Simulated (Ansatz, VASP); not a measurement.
InSb: VASP beside Ansatz

File INCAR:

```
PREC = Accurate
ENCUT = 520
EDIFF = 1E-7
ISMEAR = -1
SIGMA = 0.03
LREAL = False
LASPH = True
NELM = 100
ALGO = Normal
ISIF = 2
LWAVE = False
LCHARG = False
GGA = PE
NBANDS = 16
```

KPOINTS

```
Automatic mesh
0
Gamma
  10 10 10
```

File POSCAR:

```
InSb
1.0
    0.0000000000      3.2282668087      3.2282668087
    3.2282668087      0.0000000000      3.2282668087
    3.2282668087      3.2282668087      0.0000000000
In Sb
1 1
Direct
    0.0000000000      0.0000000000      0.0000000000
    0.7500000000      0.7500000000      0.7500000000
```

Input for Ansatz:

```yaml
crystal:
  lattice:
    - [0.0, 3.2282668087, 3.2282668087]
    - [3.2282668087, 0.0, 3.2282668087]
    - [3.2282668087, 3.2282668087, 0.0]
  atoms:
    - { symbol: In, position: [0.0, 0.0, 0.0] }
    - { symbol: Sb, position: [0.75, 0.75, 0.75] }
kpoints:
  mp_grid: { grid: [10, 10, 10] }
  band_path:
    path:
      - [0.0, 0.0, 0.0]
      - [-0.5, -0.5, 0.0]
      - [-0.375, -0.375, 0.25]
      - [-0.375, 0.0, 0.375]
      - [0.0, 0.0, 0.0]
      - [0.0, 0.0, 0.5]
      - [-0.5, -0.25, 0.25]
      - [-0.5, -0.5, 0.0]
    npoints: 5
scf:
  occupations: { method: fermi_dirac, width: 0.03 }
hamiltonian:
  xc: pbe
  pseudopotentials: { kind: all_electron, lapw: { basis_error: 0.00025 } }
output:
  forces: true
  stress: true
  eigenvalues: true
```

Change from the starting cell: volume scaled by 0.99.

Alike in both runs: task single point; functional PBE; k mesh 10 × 10 × 10; occupations fermi-dirac, width 0.03 eV; no spin polarisation.

```csv
,VASP,Ansatz
version,VASP 6.6.1,Ansatz 0.2.0
potentials or method,"VASP PAW PBE potentials, release 64 (In_d, Sb), cutoff 520 eV","all-electron LAPW, scalar-relativistic"
```

```tsv
	VASP	Ansatz	Ansatz less VASP
pressure (GPa)	3.7	3.7	+0.03
```

Ansatz ran all-electron here, and VASP with PAW potentials.

Spin-orbit coupling is off throughout.
